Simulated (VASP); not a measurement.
Wanted: the native input for a VASP 6.6.1 run.

- Task: single point
- Functional: PBE
- Potentials or basis: VASP PAW PBE potentials, release 64 (Hf_pv, B)
- Cutoff: 520 eV
- k mesh: 6 × 6 × 6
- Occupations: gaussian, width 0.1 eV
- Spin: no spin polarisation
- Dipole correction: no
- Further INCAR settings: ALGO = Normal; EDIFF = 1e-06; NBANDS = 25

The structure of HfB2 lies in POSCAR:

```
HfB2
1.0
    4.8557274300      0.0000000000      0.0000000000
   -2.4278637100      4.2051833100      0.0000000000
    0.0000000000      0.0000000000      3.3668512500
Hf B
2 4
Direct
    0.3333333300      0.6666666700      0.1329264600
    0.6666666700      0.3333333300      0.1329264600
    0.5000000000      0.0000000000      0.5590706600
    0.0000000000      0.5000000000      0.5590706600
    0.5000000000      0.5000000000      0.5590706600
    0.0000000000      0.0000000000      0.1283927700
```

The cell was built from a structure type or drawn by symmetry, and may not be a known phase.

These files were run (other wordings do the same):

INCAR

```
SYSTEM = HfB2
PREC = Accurate ; ENCUT = 520
EDIFF = 1E-6 ; ISMEAR = 0
SIGMA = 0.1 ; LREAL = .FALSE.
LASPH = .TRUE. ; NELM = 100
ALGO = Normal ; ISIF = 2
LWAVE = .FALSE. ; LCHARG = .FALSE.
GGA = PE ; NBANDS = 25
```

KPOINTS

```
regular mesh
0
G
  6 6 6
  0 0 0
```

Potentials or basis: VASP PAW PBE potentials, release 64 (Hf_pv, B).

Run with:

```sh
$ cat potpaw_PBE.64/Hf_pv/POTCAR potpaw_PBE.64/B/POTCAR > POTCAR
$ mpirun -np 1 vasp_std > vasp.out
```

Results of the run:

| Quantity | Value |
| --- | --- |
| Pressure | 53.0 GPa |
| Largest force | 9.633 eV/Å |
| Band gap on the k mesh | zero (bands 16 and 17 overlap by 0.88 eV) |

Caveat: the cell stands under pressure; spin-orbit coupling is left out, which moves the levels of the heavy elements; forces of over 1 eV/Å act on the atoms, so gaps and moduli don't describe the material at rest.

Wall time 58 s on 1 thread of Intel(R) Xeon(R) Platinum 8259CL CPU @ 2.50GHz (Skylake/Cascade Lake) (shared host), peak memory 0.2 GiB.
